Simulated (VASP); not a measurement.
# Au (Fm-3m) in VASP: a series of runs

Au is run at these levels: PBE; tasks: relaxation of cell and atoms, single point.

Program: VASP 6.6.1. These are calculated values, not measurements. Logs are shortened: lines on timing, memory, paths and dates and some standing lists are left out, and cuts for length are marked.

## (1) The cell of the first run

It takes space group Fm-3m (No. 225, cubic). Conventional cell: a = 3.704 Å, b = 3.704 Å, c = 3.704 Å, α = 90.00°, β = 90.00°, γ = 90.00°. Au (site symmetry m-3m) has 12 Au at 2.62 Å within 3.5 Å.

## (2) Relaxation of cell and atoms, PBE

The input, INCAR:

```
PREC = Accurate ; ENCUT = 600
EDIFF = 1E-6 ; ISMEAR = 0
SIGMA = 0.1 ; LREAL = False
LASPH = True ; NELM = 60
ALGO = Normal ; ISIF = 3
LWAVE = False ; LCHARG = False
GGA = PE ; IBRION = 2
NSW = 80 ; EDIFFG = -0.05
```

The input, KPOINTS:

```
Automatic mesh
0
Gamma
  10 10 10
```

The input, POSCAR:

```
Au
1.0
    0.0000000000      1.8517997270      1.8517997270
    1.8517997270      0.0000000000      1.8517997270
    1.8517997270      1.8517997270      0.0000000000
Au
1
Direct
    0.0000000000      0.0000000000      0.0000000000
```

Potentials or basis: VASP PAW PBE potentials, release 64 (Au).

On the command line:

```bash
$ cat potpaw_PBE.64/Au/POTCAR > POTCAR
$ mpirun -np 1 vasp_std > vasp.out
```

OUTCAR:

```text
PREC = Accurate
   ENCUT = 600
   EDIFF = 1E-6
   ISMEAR = 0
   LREAL = False
   LASPH = True
   NELM = 60
   ISIF = 3
   GGA = PE
   IBRION = 2
   NSW = 80
   EDIFFG = -0.05

 ion  position               nearest neighbor table
   1  0.000  0.000  0.000-

  LATTYP: Found a face centered cubic cell.
 ALAT       =     3.7035994540

  Lattice vectors:

 A1 = (   0.0000000000,   1.8517997270,   1.8517997270)
 A2 = (   1.8517997270,   0.0000000000,   1.8517997270)
 A3 = (   1.8517997270,   1.8517997270,   0.0000000000)

Analysis of symmetry for initial positions (statically):
=====================================================================
 Subroutine PRICEL returns:
 Original cell was already a primitive cell.

 Routine SETGRP: Setting up the symmetry group for a
 face centered cubic supercell.

 Subroutine GETGRP returns: Found 48 space group operations
 (whereof 48 operations were pure point group operations)
 out of a pool of 48 trial point group operations.

The static configuration has the point symmetry O_h .

Analysis of symmetry for dynamics (positions and initial velocities):
=====================================================================
 Subroutine PRICEL returns:
 Original cell was already a primitive cell.

 Routine SETGRP: Setting up the symmetry group for a
 face centered cubic supercell.

 Subroutine GETGRP returns: Found 48 space group operations
 (whereof 48 operations were pure point group operations)
 out of a pool of 48 trial point group operations.

The dynamic configuration has the point symmetry O_h .

 Subroutine INISYM returns: Found 48 space group operations
 (whereof 48 operations are pure point group operations),
 and found     1 'primitive' translations

----------------------------------------------------------------------------------------

                                     Primitive cell

  volume of cell :      12.7002

  direct lattice vectors                    reciprocal lattice vectors
     0.000000000  1.851799727  1.851799727    -0.270007600  0.270007600  0.270007600
     1.851799727  0.000000000  1.851799727     0.270007600 -0.270007600  0.270007600
     1.851799727  1.851799727  0.000000000     0.270007600  0.270007600 -0.270007600

[... 61 lines left out ...]
  0.400000  0.300000  0.000000     24.000000
 [... further k-points ...]
   k-points           NKPTS =     47   k-points in BZ     NKDIM =     47   number of bands    NBANDS=      9
   number of dos      NEDOS =    301   number of ions     NIONS =      1
   total plane-waves  NPLWV =  13824
   dimension x,y,z NGX =    24 NGY =   24 NGZ =   24
   dimension x,y,z NGXF=    48 NGYF=   48 NGZF=   48
   ions per type =               1
   NGX,Y,Z   is equivalent  to a cutoff of  15.24, 15.24, 15.24 a.u.
   NGXF,Y,Z  is equivalent  to a cutoff of  30.47, 30.47, 30.47 a.u.
 SYSTEM =  unknown system
   PREC   = accura    normal or accurate (medium, high low for compatibility)
   ISTART =      0    job   : 0-new  1-cont  2-samecut
   ICHARG =      2    charge: 1-file 2-atom 10-const
   ISPIN  =      1    spin polarized calculation?
   LNONCOLLINEAR =      F non collinear calculations
   LSORBIT =      F    spin-orbit coupling
   LASPH  =      T    aspherical Exc in radial PAW
   ENCUT  =  600.0 eV  44.10 Ry    6.64 a.u.   5.23  5.23  5.23*2*pi/ulx,y,z
   NELM   =     60;   NELMIN=  2; NELMDL= -5     # of ELM steps
   EDIFF  = 0.1E-05   stopping-criterion for ELM
   LREAL  =      F    real-space projection
   EDIFFG = -.5E-01   stopping-criterion for IOM
   NSW    =     80    number of steps for IOM
   IBRION =      2    ionic relax: 0-MD 1-quasi-New 2-CG
   NFREE  =      1    steps in history (QN), initial steepest desc. (CG)
   ISIF   =      3    stress and relaxation
   ISYM   =      2    0-nonsym 1-usesym 2-fastsym
   POTIM  = 0.5000    time-step for ionic-motion
   TEBEG  =    0.0;   TEEND  =   0.0 temperature during run
   PSTRESS=    0.0 pullay stress
   NELECT =      11.0000    total number of electrons
   NUPDOWN=      -1.0000    fix difference up-down
   EMIN   =  10.00;   EMAX   =-10.00  energy-range for DOS
   EFERMI =   0.00;   METHOD = LEGACY
   ISMEAR =     0;   SIGMA  =   0.10  broadening in eV -4-tet -1-fermi 0-gaus
   EFERMI_NEDOS =   21; number of points for ismear=-14 and -15
   IALGO  =     38    algorithm
   IMIX   =      4    mixing-type and parameters
     AMIX     =   0.40;   BMIX     =  1.00
     AMIX_MAG =   1.60;   BMIX_MAG =  1.00
  volume/ion in A,a.u.               =      12.70        85.71
  Fermi-wavevector in a.u.,A,eV,Ry     =   1.560517  2.948949 33.133069  2.435212
  Thomas-Fermi vector in A             =   2.663717
   LORBIT       =      0    0 simple, 1 ext, 2 COOP (PROOUT), +10 PAW based schemes
   GGA     = PE    functional components
   LHFCALC =     F    Hartree Fock is set to
   AEXX    =    0.0000 exact exchange contribution
   IVDW    =     0    specifies the selected vdW correction
   LEPSILON=     F    determine dielectric tensor
   LRPA    =     F    only Hartree local field effects (RPA)
 conjugate gradient relaxation of ions
 non-spin polarized calculation
 Gauss-broadening in eV      SIGMA  =   0.10
  energy-cutoff  :      600.00
  volume of cell :       12.70
 maximum number of plane-waves:       444
 NGX is ok and might be reduce to    24
   NGX = 11   NGY = 11   NGZ = 11

--------------------------------------- Ionic step        1  -------------------------------------------

 number of electron      11.0000001 magnetization

 Free energy of the ion-electron system (eV)
  ---------------------------------------------------
  ext. energy  EPLUGINS =         0.00000000
  ---------------------------------------------------
  free energy    TOTEN  =        -1.72011194 eV

  energy without entropy =       -1.71722799  energy(sigma->0) =       -1.71866996

------------------------ aborting loop because EDIFF is reached ----------------------------------------

  FORCE on cell =-STRESS in cart. coord.  units (eV):
  Direction    XX          YY          ZZ          XY          YZ          ZX
  --------------------------------------------------------------------------------------
  -------------------------------------------------------------------------------------
  Total       10.4034681     10.4034681     10.4034681      0.0000000      0.0000000     -0.0000000
  in kB     1312.4315968   1312.4315968   1312.4315968      0.0000000      0.0000000     -0.0000000
  external PRESSURE =    1312.4315968 kB  Pullay stress =       0.0000000 kB
[... 1123 lines left out ...]
--------------------------------------- Ionic step        8  -------------------------------------------

 number of electron      11.0000001 magnetization

 Free energy of the ion-electron system (eV)
  ---------------------------------------------------
  ext. energy  EPLUGINS =         0.00000000
  ---------------------------------------------------
  free energy    TOTEN  =        -3.19929953 eV

  energy without entropy =       -3.19729609  energy(sigma->0) =       -3.19829781

 E-fermi :   8.5864     XC(G=0): -12.3993

 val. band max:        8.4348329485   @ k =   0.5000   0.2000   0.1000
 cond. band min:       8.6577151209   @ k =   0.5000   0.3000   0.1000
 fundamental gap:      0.2228821724
 Fermi energy:         8.5864205983
[... 316 lines left out ...]
  FREE ENERGIE OF THE ION-ELECTRON SYSTEM (eV)
  ---------------------------------------------------
  free  energy   TOTEN  =        -3.1992995335 eV

  energy  without entropy=       -3.1972960883  energy(sigma->0) =       -3.19829781

 reached required accuracy - stopping structural energy minimisation
```

OSZICAR:

```text
N       E                     dE             d eps       ncg     rms          rms(c)
DAV:   1     0.545664205031E+02    0.54566E+02   -0.68084E+03   862   0.130E+03
DAV:   2    -0.147884255412E+01   -0.56045E+02   -0.53883E+02   903   0.239E+02
DAV:   3    -0.196450291021E+01   -0.48566E+00   -0.48515E+00   969   0.227E+01
[... 76 lines left out ...]
DAV:   3    -0.319922686593E+01    0.32087E-02   -0.15811E-02   879   0.113E+00    0.497E-01
DAV:   4    -0.319930677626E+01   -0.79910E-04   -0.79985E-04   885   0.230E-01    0.568E-02
DAV:   5    -0.319929715398E+01    0.96223E-05   -0.98558E-06   879   0.325E-02    0.669E-03
DAV:   6    -0.319929945336E+01   -0.22994E-05   -0.45072E-07   677   0.640E-03    0.821E-04
DAV:   7    -0.319929953350E+01   -0.80146E-07   -0.26686E-08   423   0.175E-03
   8 F= -.31992995E+01 E0= -.31982978E+01  d E =-.147919E+01
```

CONTCAR:

```text
Au
   1.00000000000000
     0.0000000000000000    2.0789616647920033    2.0789616647920033
     2.0789616647920033   -0.0000000000000000    2.0789616647920033
     2.0789616647920033    2.0789616647920033   -0.0000000000000000
  Au
     1
Direct
     0.0000000000000000    0.0000000000000000    0.0000000000000000

  0.00000000E+00  0.00000000E+00  0.00000000E+00
```

Run time: 31 s. Hardware: 1 thread of AMD EPYC 9R45 (Zen 5), shared host; peak memory 0.12 GiB.

Results:

* Free energy: -3.1993 eV
* Relaxed volume: 17.97 Å³/atom
* Relaxed cell: a = 2.940 Å, b = 2.940 Å, c = 2.940 Å, α = 60.00°, β = 60.00°, γ = 60.00°
* Space group after relaxing (to 0.05 Å): Fm-3m (No. 225)
* Energy gained by relaxing: 1479.2 meV/atom
* Ionic steps: 8
* Pressure after relaxing: 0.3 GPa

The path:
```csv
step,energy change (eV),largest force (eV/Å),pressure (GPa),volume (Å³)
1,0.0000,0.0000,131.24,12.70
2,0.4950,0.0000,-7.93,43.03
3,0.0821,0.0000,-11.50,36.11
4,-0.4162,0.0000,-15.14,30.12
5,-1.3928,0.0000,-11.21,20.17
6,-1.3737,0.0000,20.53,16.15
7,-1.4745,0.0000,-3.24,18.47
8,-1.4792,0.0000,0.32,17.97
```

Final structure:
```xyz
1
Lattice="0.0000 2.0790 2.0790 2.0790 0.0000 2.0790 2.0790 2.0790 0.0000" Properties=species:S:1:pos:R:3 pbc="T T T"
Au    0.0000    0.0000    0.0000
```

Caveat: the volume moved by over 15 % at a fixed basis, so the end points are rough; spin-orbit coupling is left out, which moves the levels of the heavy elements.

## (3) Single point, PBE

This run uses another cell than the first one, of 17.97 Å³/atom, 1.415 times its volume.

The input, INCAR:

```
SYSTEM = Au
PREC = Accurate
ENCUT = 520
EDIFF = 1E-6
ISMEAR = 0
SIGMA = 0.1
LREAL = .FALSE.
LASPH = .TRUE.
NELM = 100
ALGO = Normal
ISIF = 2
LWAVE = .FALSE.
LCHARG = .FALSE.
GGA = PE
NBANDS = 12
```

The input, KPOINTS:

```
Automatic mesh
0
G
  18 18 18
  0 0 0
```

The input, POSCAR:

```
Au
1.0
    0.0000000000      2.0789693796      2.0789693796
    2.0789693796      0.0000000000      2.0789693796
    2.0789693796      2.0789693796      0.0000000000
Au
1
Direct
    0.0000000000      0.0000000000      0.0000000000
```

Potentials or basis: VASP PAW PBE potentials, release 64 (Au).

On the command line:

```bash
$ cat potpaw_PBE.64/Au/POTCAR > POTCAR
$ mpirun -np 1 vasp_std > vasp.out
```

OUTCAR:

```text
SYSTEM = Au
   PREC = Accurate
   ENCUT = 520
   EDIFF = 1E-6
   ISMEAR = 0
   LREAL = .FALSE.
   LASPH = .TRUE.
   NELM = 100
   ISIF = 2
   GGA = PE

 ion  position               nearest neighbor table
   1  0.000  0.000  0.000-

  LATTYP: Found a face centered cubic cell.
 ALAT       =     4.1579387592

  Lattice vectors:

 A1 = (   0.0000000000,   2.0789693796,   2.0789693796)
 A2 = (   2.0789693796,   0.0000000000,   2.0789693796)
 A3 = (   2.0789693796,   2.0789693796,   0.0000000000)

Analysis of symmetry for initial positions (statically):
=====================================================================
 Subroutine PRICEL returns:
 Original cell was already a primitive cell.

 Routine SETGRP: Setting up the symmetry group for a
 face centered cubic supercell.

 Subroutine GETGRP returns: Found 48 space group operations
 (whereof 48 operations were pure point group operations)
 out of a pool of 48 trial point group operations.

The static configuration has the point symmetry O_h .

Analysis of symmetry for dynamics (positions and initial velocities):
=====================================================================
 Subroutine PRICEL returns:
[... 161 lines left out ...]
 Fermi energy:         8.5657603583

 k-point     1 :       0.0000    0.0000    0.0000
  band No.  band energies     occupation
      1      -0.6932      2.00000
      2       4.1967      2.00000
      3       4.1967      2.00000
      4       4.1967      2.00000
      5       5.5752      2.00000
      6       5.5752      2.00000
      7      23.1951      0.00000
      8      26.8887      0.00000
      9      26.8887      0.00000
     10      26.8887      0.00000
     11      31.6277      0.00000
     12      35.7084      0.00000
[... 331 lines left out ...]
 k-point    24 :      -0.2222    0.0556    0.0000
  band No.  band energies     occupation
      1       1.0278      2.00000
      2       3.9676      2.00000
      3       4.4797      2.00000
      4       4.5119      2.00000
      5       5.4961      2.00000
      6       5.9342      2.00000
      7      19.8478      0.00000
      8      24.1053      0.00000
      9      26.6327      0.00000
     10      29.0698      0.00000
     11      29.3878      0.00000
     12      30.9418      0.00000

 [... further k-points ...]
[... 5 lines left out ...]
  --------------------------------------------------------------------------------------
  -------------------------------------------------------------------------------------
  Total       -0.0275919     -0.0275919     -0.0275919      0.0000000      0.0000000      0.0000000
  in kB       -2.4599026     -2.4599026     -2.4599026      0.0000000      0.0000000      0.0000000
  external PRESSURE =      -2.4599026 kB  Pullay stress =       0.0000000 kB

 VOLUME and BASIS-vectors are now :
 -----------------------------------------------------------------------------
  energy-cutoff  :      520.00
  volume of cell :       17.97
      direct lattice vectors                 reciprocal lattice vectors
     0.000000000  2.078969380  2.078969380    -0.240503783  0.240503783  0.240503783
     2.078969380  0.000000000  2.078969380     0.240503783 -0.240503783  0.240503783
     2.078969380  2.078969380  0.000000000     0.240503783  0.240503783 -0.240503783

 POSITION                                       TOTAL-FORCE (eV/Angst)
 -----------------------------------------------------------------------------------
      0.00000      0.00000      0.00000         0.000000     -0.000000      0.000000
 -----------------------------------------------------------------------------------
    total drift:                               -0.000000     -0.000000     -0.000000

  FREE ENERGIE OF THE ION-ELECTRON SYSTEM (eV)
  ---------------------------------------------------
  free  energy   TOTEN  =        -3.2223648445 eV

  energy  without entropy=       -3.2210983179  energy(sigma->0) =       -3.22173158
```

stdout:

```text
POSCAR found type information on POSCAR Au
 POSCAR found :  1 types and       1 ions
 scaLAPACK will be used
 LDA part: xc-table for (Slater+PW92), standard interpolation
 POSCAR, INCAR and KPOINTS ok, starting setup
 FFT: planning ... GRIDC
 FFT: planning ... GRID_SOFT
 FFT: planning ... GRID
 WAVECAR not read
 entering main loop
```

Run time: 22 s. Hardware: 1 thread of AMD EPYC 9R45 (Zen 5), shared host; peak memory 0.14 GiB.

What came out:

* Free energy: -3.2224 eV
* Pressure: -0.2 GPa

Caveat: spin-orbit coupling is left out, which moves the levels of the heavy elements.

## (4) Relaxation of cell and atoms, PBE

This run uses another cell than the first one, of 18.00 Å³/atom, 1.418 times its volume.

The input, INCAR:

```
SYSTEM = Au
PREC     = Accurate       ! precision mode
ENCUT    = 600            ! plane-wave cutoff, eV
EDIFF    = 1E-6           ! SCF threshold, eV
ISMEAR   = 0              ! smearing method
SIGMA    = 0.1            ! smearing width, eV
LREAL    = .False.        ! projectors in reciprocal space
LASPH    = .True.         ! aspherical terms in the spheres
NELM     = 60             ! most SCF steps
ALGO     = Fast           ! electronic algorithm
ISIF     = 3              ! what is computed and relaxed
LWAVE    = .False.        ! write WAVECAR
LCHARG   = .False.        ! write CHGCAR
GGA      = PE             ! functional
IBRION   = 2              ! ionic algorithm
NSW      = 80             ! ionic steps
EDIFFG   = -0.01          ! ionic threshold
```

The input, KPOINTS:

```
Automatic mesh
0
Gamma
  18 18 18
  0 0 0
```

The input, POSCAR:

```
Au
1.0
    0.0000000000      2.0802195867      2.0802195867
    2.0802195867      0.0000000000      2.0802195867
    2.0802195867      2.0802195867      0.0000000000
Au
1
Direct
    0.0000000000      0.0000000000      0.0000000000
```

On the command line:

```bash
$ cat potpaw_PBE.64/Au/POTCAR > POTCAR
$ mpirun -np 1 vasp_std > vasp.out
```

Run time: 39 s. Hardware: 1 thread of AMD EPYC 9R45 (Zen 5), shared host; peak memory 0.14 GiB.

The run converged. Its results:

| Property | Result |
| --- | --- |
| Free energy | -3.2223 eV |
| Relaxed volume | 17.95 Å³/atom |
| Relaxed cell | a = 2.939 Å, b = 2.939 Å, c = 2.939 Å, α = 60.00°, β = 60.00°, γ = 60.00° |
| Space group after relaxing (to 0.05 Å) | Fm-3m (No. 225) |
| Energy gained by relaxing | 0.1 meV/atom |
| Ionic steps | 3 |
| Pressure after relaxing | 0.0 GPa |

Final structure:
```xyz
1
Lattice="0.0000 2.0780 2.0780 2.0780 0.0000 2.0780 2.0780 2.0780 0.0000" Properties=species:S:1:pos:R:3 pbc="T T T"
Au    0.0000    0.0000    0.0000
```

Levels at points of the mesh, in eV from the Fermi level:
| k point | band 2 | band 3 | band 4 | band 5 | band 6 | band 7 | band 8 | band 9 |
| --- | --- | --- | --- | --- | --- | --- | --- | --- |
| (0.00, 0.00, 0.00) | -4.38 | -4.38 | -4.38 | -2.99 | -2.99 | 14.63 | 18.33 | 18.33 |
| (0.50, 0.00, 0.00) | -4.41 | -4.41 | -1.90 | -1.90 | -0.67 | 2.85 | 14.07 | 16.79 |
| (0.50, 0.50, 0.00) | -6.26 | -1.94 | -1.61 | -1.61 | 1.21 | 5.41 | 9.91 | 9.91 |

Caveat: spin-orbit coupling is left out, which moves the levels of the heavy elements.

## (5) Overview

| task | cell | k mesh | cutoff (eV) | gap on the mesh (eV) | pressure (GPa) | relaxed volume (Å³/atom) |
| --- | --- | --- | --- | --- | --- | --- |
| relaxation of cell and atoms | relaxed from a = 2.619 Å, angles 60.0°, 1 atom | 10 × 10 × 10 | 600 | none | 0.3 | 17.97 |
| single point | a = 2.940 Å, angles 60.0°, 1 atom | 18 × 18 × 18 | 520 | none | -0.2 | - |
| relaxation of cell and atoms | relaxed from a = 2.942 Å, angles 60.0°, 1 atom | 18 × 18 × 18 | 600 | none | 0.0 | 17.95 |

Alike in all rows: level PBE; potentials or basis VASP PAW PBE potentials, release 64 (Au); no spin polarisation; smearing gaussian 0.1 eV.

Caveats: spin-orbit coupling is left out, which moves the levels of the heavy elements; the volume moved by over 15 % at a fixed basis, so the end points are rough (some runs).

Absolute energies hang on the potentials; compare differences alone.
